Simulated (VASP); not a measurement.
Wanted: the native input for a VASP 6.6.1 run.

* Task: single point
* Functional: PBE
* Potentials or basis: VASP PAW PBE potentials, release 64 (Pb_d, O)
* Cutoff: 520 eV
* k mesh: 6 × 6 × 8
* Occupations: fermi-dirac, width 0.02 eV
* Spin: no spin polarisation
* Dipole correction: no
* Further INCAR settings: ALGO = Normal; EDIFF = 1e-06; NBANDS = 35

The structure of PbO2 lies in POSCAR:

```
PbO2
1.0
    5.0819121904      0.0000000000      0.0000000000
    0.0000000000      5.0819121904      0.0000000000
    0.0000000000      0.0000000000      3.4416552915
Pb O
2 4
Direct
    0.0000000000      0.0000000000      0.0000000000
    0.5000000000      0.5000000000      0.5000000000
    0.3079834371      0.3079834371      0.0000000000
    0.1920165629      0.8079834371      0.5000000000
    0.6920165629      0.6920165629      0.0000000000
    0.8079834371      0.1920165629      0.5000000000
```

These files were run (other wordings do the same):

INCAR

```
SYSTEM = PbO2
PREC = Accurate ; ENCUT = 520
EDIFF = 1E-6 ; ISMEAR = -1
SIGMA = 0.02 ; LREAL = .False.
LASPH = .True. ; NELM = 60
ALGO = Normal ; ISIF = 2
LWAVE = .False. ; LCHARG = .False.
GGA = PE ; NBANDS = 35
```

KPOINTS

```
Automatic mesh
0
Gamma
  6 6 8
  0 0 0
```

Potentials or basis: VASP PAW PBE potentials, release 64 (Pb_d, O).

Run with:

```sh
$ cat potpaw_PBE.64/Pb_d/POTCAR potpaw_PBE.64/O/POTCAR > POTCAR
$ mpirun -np 1 vasp_std > vasp.out
```

It gave:

```
Pressure               : 0.2 GPa
Largest force          : 0.011 eV/Å
Band gap on the k mesh : 0.02 eV (least direct gap 0.10 eV)
```

Caveat: spin-orbit coupling is left out, which moves the levels of the heavy elements.

Run time: 87 s on 1 thread of Intel(R) Xeon(R) 6975P-C (Granite Rapids), on a shared host, peak memory 0.26 GiB.
